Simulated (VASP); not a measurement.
## Li2Cl3: single point with PBE

Crystal: Li2Cl3.

```
CELL_PARAMETERS angstrom
1.86030 1.07404 8.62342
-1.86030 1.07404 8.62342
0.00000 -2.14809 8.62342
ATOMIC_POSITIONS crystal
Li 0.40000 0.40000 0.40000
Li 0.60000 0.60000 0.60000
Cl 0.00000 0.00000 0.00000
Cl 0.20950 0.20950 0.20950
Cl 0.79050 0.79050 0.79050
```

```json
{"Program": "VASP 6.6.1", "Task": "single point", "Functional": "PBE", "Potentials or basis": "VASP PAW PBE potentials, release 64 (Li_sv, Cl)", "Cutoff": "520 eV", "k mesh": "6 × 6 × 6", "Occupations": "gaussian, width 0.1 eV", "Spin": "no spin polarisation", "Dipole correction": "no", "Further INCAR settings": "ALGO = Normal; EDIFF = 1e-07; NBANDS = 22"}
```

| Item | Value |
| --- | --- |
| Largest force | 0.807 eV/Å |

Forces in eV/Å, atoms in the order of the input:
```
Li   0.000  0.000 -0.016
Li   0.000  0.000  0.016
Cl   0.000  0.000  0.000
Cl   0.000  0.000  0.807
Cl   0.000  0.000 -0.807
```

Levels at points of the mesh, in eV from the Fermi level:
```
           k point  band 12  band 13  band 14  band 15  band 16  band 17
(0.00, 0.00, 0.00)     0.05     0.05     0.11     5.88     7.28     8.19
(0.50, 0.00, 0.00)    -0.75    -0.28    -0.08     7.25     7.69     8.24
(0.50, 0.50, 0.00)    -0.46    -0.34    -0.19     6.94     8.00     8.34
(0.50, 0.50, 0.50)    -0.19     0.03     0.03     6.22     7.33     7.86
```

Run time: 10 min on 1 thread of Intel(R) Xeon(R) Platinum 8259CL CPU @ 2.50GHz (Skylake/Cascade Lake), on a shared host, peak memory 0.65 GiB.

Caveat: an odd number of electrons without spin polarisation forces a metal; a magnetic or distorted state may lie lower.
